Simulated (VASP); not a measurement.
# Hg (P6/mmm) in VASP: notebook, part 2 of 2

VASP 6.6.1. Earlier steps stand in the parts before.

## 5. Single point, PBE+U

This run uses another cell than the first one, of 34.54 Å³/atom.

INCAR

```
SYSTEM = Hg
PREC     = Accurate       ! precision mode
ENCUT    = 520            ! plane-wave cutoff, eV
EDIFF    = 1E-6           ! SCF threshold, eV
ISMEAR   = 0              ! smearing method
SIGMA    = 0.1            ! smearing width, eV
LREAL    = .FALSE.        ! projectors in reciprocal space
LASPH    = .TRUE.         ! aspherical terms in the spheres
NELM     = 150            ! most SCF steps
ALGO     = Fast           ! electronic algorithm
ISIF     = 2              ! what is computed and relaxed
LWAVE    = .FALSE.        ! write WAVECAR
LCHARG   = .FALSE.        ! write CHGCAR
LDAU     = .TRUE.         ! DFT+U
LDAUTYPE = 2            
LDAUL    = 2              ! shell
LDAUU    = 4.7            ! U, eV
LDAUJ    = 0            
LDAUPRINT= 1            
GGA      = PE             ! functional
NBANDS   = 25             ! bands
```

KPOINTS

```
regular mesh
0
G
  6 6 6
  0 0 0
```

POSCAR

```
Hg
1.0
    5.1970049744      0.0000000000      0.0000000000
   -2.5985024872      4.5007383314      0.0000000000
    0.0000000000      0.0000000000      4.4300441187
Hg
3
Direct
    0.3333333333      0.6666666667      0.5000000000
    0.0000000000      0.0000000000      0.0000000000
    0.6666666667      0.3333333333      0.5000000000
```

Potentials or basis: VASP PAW PBE potentials, release 64 (Hg).

Command:

```bash
cat potpaw_PBE.64/Hg/POTCAR > POTCAR
mpirun -np 1 vasp_std > vasp.out
```

OUTCAR:

```text
SYSTEM = Hg
   PREC = Accurate
   ENCUT = 520
   EDIFF = 1E-6
   ISMEAR = 0
   LREAL = .FALSE.
   LASPH = .TRUE.
   NELM = 150
   ISIF = 2
   GGA = PE

 ion  position               nearest neighbor table
   1  0.333  0.667  0.500-   3 3.00   3 3.00   3 3.00   2 3.73   2 3.73   2 3.73   2 3.73   2 3.73
                             2 3.73
   2  0.000  0.000  0.000-   1 3.73   3 3.73   1 3.73   3 3.73   1 3.73   1 3.73   3 3.73   3 3.73
                             3 3.73   3 3.73   1 3.73   1 3.73
   3  0.667  0.333  0.500-   1 3.00   1 3.00   1 3.00   2 3.73   2 3.73   2 3.73   2 3.73   2 3.73
                             2 3.73

[... 976 lines left out ...]
  --------------------------------------------------------------------------------------
  -------------------------------------------------------------------------------------
  Total        0.8690914      0.8690914     -0.4609785      0.0000000      0.0000000      0.0000000
  in kB       13.4378906     13.4378906     -7.1276494      0.0000000      0.0000000      0.0000000
  external PRESSURE =       6.5827106 kB  Pullay stress =       0.0000000 kB

 VOLUME and BASIS-vectors are now :
 -----------------------------------------------------------------------------
  energy-cutoff  :      520.00
  volume of cell :      103.62
      direct lattice vectors                 reciprocal lattice vectors
     5.197004974  0.000000000  0.000000000     0.192418519  0.111092884  0.000000000
    -2.598502487  4.500738331  0.000000000     0.000000000  0.222185767  0.000000000
     0.000000000  0.000000000  4.430044119     0.000000000  0.000000000  0.225731386

 POSITION                                       TOTAL-FORCE (eV/Angst)
 -----------------------------------------------------------------------------------
     -0.00000      3.00049      2.21502         0.000000      0.000000     -0.000000
      0.00000      0.00000      0.00000         0.000000      0.000000     -0.000000
      2.59850      1.50025      2.21502        -0.000000      0.000000      0.000000
 -----------------------------------------------------------------------------------
    total drift:                                0.000000      0.000000      0.000000

  FREE ENERGIE OF THE ION-ELECTRON SYSTEM (eV)
  ---------------------------------------------------
  free  energy   TOTEN  =         2.7582430212 eV

  energy  without entropy=        2.7619073747  energy(sigma->0) =        2.76007520
```

OSZICAR:

```text
N       E                     dE             d eps       ncg     rms          rms(c)
DAV:   1     0.276081483708E+03    0.27608E+03   -0.18168E+04  1408   0.132E+03
DAV:   2     0.117123095310E+02   -0.26437E+03   -0.25500E+03  1439   0.324E+02
DAV:   3     0.280435907850E+01   -0.89080E+01   -0.88432E+01  1696   0.694E+01
DAV:   4     0.277169401137E+01   -0.32665E-01   -0.32323E-01  1496   0.429E+00
DAV:   5     0.277161509799E+01   -0.78913E-04   -0.78911E-04  1610   0.185E-01    0.472E+00
RMM:   6     0.278008595055E+01    0.84709E-02   -0.13069E-01  1414   0.240E+00    0.236E+00
RMM:   7     0.276104583526E+01   -0.19040E-01   -0.32163E-02  1443   0.105E+00    0.632E-01
RMM:   8     0.275824232190E+01   -0.28035E-02   -0.65877E-03  1469   0.819E-01    0.781E-02
RMM:   9     0.275824185598E+01   -0.46592E-06   -0.35176E-04  1519   0.123E-01    0.456E-02
RMM:  10     0.275824310412E+01    0.12481E-05   -0.68273E-05  1518   0.688E-02    0.730E-03
RMM:  11     0.275824302115E+01   -0.82970E-07   -0.80760E-06  1503   0.189E-02
   1 F= 0.27582430E+01 E0= 0.27600752E+01  d E =-.366435E-02
```

Run time: 64 s. Hardware: 1 thread of Intel Xeon Platinum 8488C (Sapphire Rapids), shared host; peak memory 0.25 GiB.

Results:

| Property | Result |
| --- | --- |
| Free energy | 2.7582 eV |
| Pressure | 0.7 GPa |
| Band gap on the k mesh | zero (bands 18 and 19 overlap by 1.85 eV) |

Levels at points of the mesh, in eV from the Fermi level:
```tsv
k point	band 16	band 17	band 18	band 19	band 20	band 21
(0.00, 0.00, 0.00)	-6.98	-1.23	0.46	2.07	2.58	2.58
(0.50, 0.00, 0.00)	-4.91	-4.81	-1.37	0.20	4.56	4.60
(0.00, 0.00, 0.50)	-5.58	-4.05	1.17	3.18	3.18	3.20
(0.50, 0.00, 0.50)	-3.86	-3.04	-2.87	-0.28	1.83	1.90
```

Eigenvalues of the final occupation matrices:
```csv
site,spin,trace,eigenvalues
site 1 d,1,4.85,0.97 0.97 0.97 0.97 0.97
site 1 d,2,4.85,0.97 0.97 0.97 0.97 0.97
site 2 d,1,4.86,0.97 0.97 0.97 0.97 0.97
site 2 d,2,4.86,0.97 0.97 0.97 0.97 0.97
site 3 d,1,4.85,0.97 0.97 0.97 0.97 0.97
site 3 d,2,4.85,0.97 0.97 0.97 0.97 0.97
```

Caveat: spin-orbit coupling is left out, which moves the levels of the heavy elements; U without spin polarisation on a metal has little footing; the U is typed as a test and isn't derived for this compound.

## 6. Single point, PBE

INCAR

```
  PREC = Accurate
  ENCUT = 550
  EDIFF = 1E-6
  ISMEAR = 0
  SIGMA = 0.1
  LREAL = F
  LASPH = T
  NELM = 120
  ALGO = Normal
  ISIF = 2
  LWAVE = F
  LCHARG = F
  GGA = PE
  NBANDS = 37
  GGA_COMPAT = F
```

KPOINTS

```
Automatic mesh
0
Gamma
  3 3 2
```

POSCAR

```
Hg
1.0
    4.5400020208      0.0000000000      0.0000000000
   -2.2700010104      3.9317570832      0.0000000000
    0.0000000000      0.0000000000      3.8700000000
Hg
3
Direct
    0.3333333333      0.6666666667      0.5000000000
    0.0000000000      0.0000000000      0.0000000000
    0.6666666667      0.3333333333      0.5000000000
```

Potentials or basis: VASP PAW PBE potentials, release 64 (Hg_sv_GW).

Command:

```bash
cat potpaw_PBE.64/Hg_sv_GW/POTCAR > POTCAR
mpirun -np 1 vasp_std > vasp.out
```

It took 11 s on 1 thread of Intel Xeon 6975P-C (Granite Rapids), shared host; peak memory 0.19 GiB.

Results (log left out):

| Item | Value |
| --- | --- |
| Free energy | 0.5750 eV |
| Pressure | 9.4 GPa |
| Band gap on the k mesh | zero (bands 30 and 31 overlap by 6.11 eV) |

Stress tensor (GPa, compression positive):
```
14.39  0.00  0.00
 0.00 14.39  0.00
 0.00  0.00 -0.44
```

Levels at points of the mesh, in eV from the Fermi level:
| k point | band 28 | band 29 | band 30 | band 31 | band 32 | band 33 |
| --- | --- | --- | --- | --- | --- | --- |
| (0.00, 0.00, 0.00) | -6.14 | 0.23 | 1.83 | 2.58 | 3.53 | 3.53 |
| (0.00, 0.00, 0.50) | -6.19 | -5.39 | 4.20 | 4.20 | 4.20 | 4.69 |

Caveat: the k points lie up to 0.81 Å⁻¹ apart, too coarse for converged energies and pressures of a metal; spin-orbit coupling is left out, which moves the levels of the heavy elements.

## 7. Single point, PBE

INCAR

```
SYSTEM = Hg
ALGO = Normal
EDIFF = 1E-6
ENCUT = 550
GGA = PE
GGA_COMPAT = .False.
ISIF = 2
ISMEAR = -1
LASPH = .True.
LCHARG = .False.
LREAL = .False.
LWAVE = .False.
NBANDS = 37
NELM = 120
PREC = Accurate
SIGMA = 0.025851999786435532
```

KPOINTS

```
k-points
0
Gamma
  3 3 2
  0 0 0
```

POSCAR is that of step 6.

Potentials or basis: VASP PAW PBE potentials, release 64 (Hg_sv_GW).

Command:

```bash
cat potpaw_PBE.64/Hg_sv_GW/POTCAR > POTCAR
mpirun -np 1 vasp_std > vasp.out
```

OUTCAR:

```text
SYSTEM = Hg
   EDIFF = 1E-6
   ENCUT = 550
   GGA = PE
   ISIF = 2
   ISMEAR = -1
   LASPH = .True.
   LREAL = .False.
   NELM = 120
   PREC = Accurate

 ion  position               nearest neighbor table
   1  0.333  0.667  0.500-   3 2.62   3 2.62   3 2.62   2 3.26   2 3.26   2 3.26   2 3.26   2 3.26
                             2 3.26
   2  0.000  0.000  0.000-   1 3.26   3 3.26   1 3.26   3 3.26   1 3.26   1 3.26   3 3.26   3 3.26
                             3 3.26   3 3.26   1 3.26   1 3.26
   3  0.667  0.333  0.500-   1 2.62   1 2.62   1 2.62   2 3.26   2 3.26   2 3.26   2 3.26   2 3.26
                             2 3.26

  LATTYP: Found a hexagonal cell.
 ALAT       =     4.5400020208
 C/A-ratio  =     0.8524225281

  Lattice vectors:

 A1 = (   4.5400020208,   0.0000000000,   0.0000000000)
 A2 = (  -2.2700010104,   3.9317570832,   0.0000000000)
 A3 = (   0.0000000000,   0.0000000000,   3.8700000000)

Analysis of symmetry for initial positions (statically):
=====================================================================
 Subroutine PRICEL returns:
 Original cell was already a primitive cell.

 Routine SETGRP: Setting up the symmetry group for a
 hexagonal supercell.

 Subroutine GETGRP returns: Found 24 space group operations
 (whereof 24 operations were pure point group operations)
 out of a pool of 24 trial point group operations.

The static configuration has the point symmetry D_6h.

Analysis of symmetry for dynamics (positions and initial velocities):
=====================================================================
 Subroutine PRICEL returns:
 Original cell was already a primitive cell.

 Routine SETGRP: Setting up the symmetry group for a
 hexagonal supercell.

 Subroutine GETGRP returns: Found 24 space group operations
 (whereof 24 operations were pure point group operations)
[... 98 lines left out ...]
   EMIN   =  10.00;   EMAX   =-10.00  energy-range for DOS
   EFERMI =   0.00;   METHOD = LEGACY
   ISMEAR =    -1;   SIGMA  =   0.03  broadening in eV -4-tet -1-fermi 0-gaus
   EFERMI_NEDOS =   21; number of points for ismear=-14 and -15
   IALGO  =     38    algorithm
   IMIX   =      4    mixing-type and parameters
     AMIX     =   0.40;   BMIX     =  1.00
     AMIX_MAG =   1.60;   BMIX_MAG =  1.00
  volume/ion in A,a.u.               =      23.03       155.39
  Fermi-wavevector in a.u.,A,eV,Ry     =   1.561975  2.951704 33.195021  2.439765
  Thomas-Fermi vector in A             =   2.664961
   LORBIT       =      0    0 simple, 1 ext, 2 COOP (PROOUT), +10 PAW based schemes
   GGA     = PE    functional components
   LHFCALC =     F    Hartree Fock is set to
   AEXX    =    0.0000 exact exchange contribution
   IVDW    =     0    specifies the selected vdW correction
   LEPSILON=     F    determine dielectric tensor
   LRPA    =     F    only Hartree local field effects (RPA)
 non-spin polarized calculation
  energy-cutoff  :      550.00
  volume of cell :       69.08
 maximum number of plane-waves:      2025
 NGX is ok and might be reduce to    36
   NGX = 17   NGY = 17   NGZ = 15

 number of electron      60.0000012 magnetization

 Free energy of the ion-electron system (eV)
  ---------------------------------------------------
  ext. energy  EPLUGINS =         0.00000000
  ---------------------------------------------------
  free energy    TOTEN  =         0.58162729 eV

  energy without entropy =        0.59245467  energy(sigma->0) =        0.58704098

 E-fermi :   6.6054     XC(G=0): -11.4098

 val. band max:        6.5280956612   @ k =   0.3333  -0.0000   0.0000
 cond. band min:       6.6251706727   @ k =   0.3333   0.3333   0.5000
 fundamental gap:      0.0970750115
 Fermi energy:         6.6053999582

 k-point     1 :       0.0000    0.0000    0.0000
  band No.  band energies     occupation
      1    -109.0112      2.00000
      2    -108.9942      2.00000
      3    -108.7369      2.00000
      4     -57.4439      2.00000
      5     -57.4439      2.00000
      6     -57.3396      2.00000
[... 229 lines left out ...]
     36      16.1888      0.00000
     37      16.2383      0.00000

------------------------ aborting loop because EDIFF is reached ----------------------------------------

  FORCE on cell =-STRESS in cart. coord.  units (eV):
  Direction    XX          YY          ZZ          XY          YZ          ZX
  --------------------------------------------------------------------------------------
  -------------------------------------------------------------------------------------
  Total        6.2665582      6.2665582     -0.3611720      0.0000000     -0.0000000      0.0000000
  in kB      145.3402731    145.3402731     -8.3766611      0.0000000     -0.0000000      0.0000000
  external PRESSURE =      94.1012950 kB  Pullay stress =       0.0000000 kB

 VOLUME and BASIS-vectors are now :
 -----------------------------------------------------------------------------
  energy-cutoff  :      550.00
  volume of cell :       69.08
      direct lattice vectors                 reciprocal lattice vectors
     4.540002021  0.000000000  0.000000000     0.220264219  0.127169606  0.000000000
    -2.270001010  3.931757083  0.000000000     0.000000000  0.254339212  0.000000000
     0.000000000  0.000000000  3.870000000     0.000000000  0.000000000  0.258397933

 POSITION                                       TOTAL-FORCE (eV/Angst)
 -----------------------------------------------------------------------------------
     -0.00000      2.62117      1.93500        -0.000000      0.000000      0.000000
      0.00000      0.00000      0.00000         0.000000      0.000000      0.000000
      2.27000      1.31059      1.93500         0.000000     -0.000000      0.000000
 -----------------------------------------------------------------------------------
    total drift:                                0.000000     -0.000000     -0.000000

  FREE ENERGIE OF THE ION-ELECTRON SYSTEM (eV)
  ---------------------------------------------------
  free  energy   TOTEN  =         0.5816272936 eV

  energy  without entropy=        0.5924546651  energy(sigma->0) =        0.58704098
```

Run time: 28 s. Hardware: 1 thread of AMD EPYC 7R43 (Zen 3), shared host; peak memory 0.16 GiB.

What came out:

```yaml
Free_energy: 0.5816 eV
Pressure: 9.4 GPa
Band_gap_on_the_k_mesh: zero (bands 30 and 31 overlap by 6.11 eV)
```

Caveat: the k points lie up to 0.81 Å⁻¹ apart, too coarse for converged energies and pressures of a metal; spin-orbit coupling is left out, which moves the levels of the heavy elements.

## 8. Summary

```tsv
task	level	potentials or basis	U	cell	k mesh	cutoff (eV)	smearing	gap on the mesh (eV)	pressure (GPa)
single point	PBE+U	VASP PAW PBE potentials, release 64 (Hg)	Hg d U = 7.6 eV	a = 4.540, b = 4.540, c = 3.870 Å, angles 90.0, 90.0, 120.0°, 3 atoms	6 × 6 × 6	520	gaussian 0.1 eV	none	9.7
single point	PBEsol	VASP PAW PBE potentials, release 64 (Hg)	-	a = 4.540, b = 4.540, c = 3.870 Å, angles 90.0, 90.0, 120.0°, 3 atoms	7 × 5 × 5	520	fermi-dirac 0.029 eV	none	9.1
relaxation of the atoms	PBE	VASP PAW PBE potentials, release 64 (Hg)	-	atoms relaxed from a = 4.540, b = 4.540, c = 3.870 Å, angles 90.0, 90.0, 120.0°, 3 atoms	3 × 3 × 2	520	gaussian 0.1 eV	none	10.5
single point	PBE+U	VASP PAW PBE potentials, release 64 (Hg)	Hg d U = 4.7 eV	a = 5.197, b = 5.197, c = 4.430 Å, angles 90.0, 90.0, 120.0°, 3 atoms	6 × 6 × 6	520	gaussian 0.1 eV	none	0.7
single point	PBE	VASP PAW PBE potentials, release 64 (Hg_sv_GW)	-	a = 4.540, b = 4.540, c = 3.870 Å, angles 90.0, 90.0, 120.0°, 3 atoms	3 × 3 × 2	550	gaussian 0.1 eV	none	9.4
single point	PBE	VASP PAW PBE potentials, release 64 (Hg_sv_GW)	-	a = 4.540, b = 4.540, c = 3.870 Å, angles 90.0, 90.0, 120.0°, 3 atoms	3 × 3 × 2	550	fermi-dirac 0.025852 eV	none	9.4
```

Alike in all rows: no spin polarisation.

Caveats: some runs use coarse meshes; spin-orbit coupling is left out, which moves the levels of the heavy elements; U without spin polarisation on a metal has little footing (at least some runs); the U is typed as a test and isn't derived for this compound (at least some runs); the stress differs along the axes, from 4 to 13 GPa (at least some runs); the stress differs along the axes, from 1 to 13 GPa (at least some runs); the PAW data sets were made with another functional, which shifts forces and pressure a little (at least some runs).

Total energies depend on the potentials used, so only differences within one code and one set of settings carry meaning.

The gap in the log of VASP goes by the Fermi energy; the results here count the filled bands.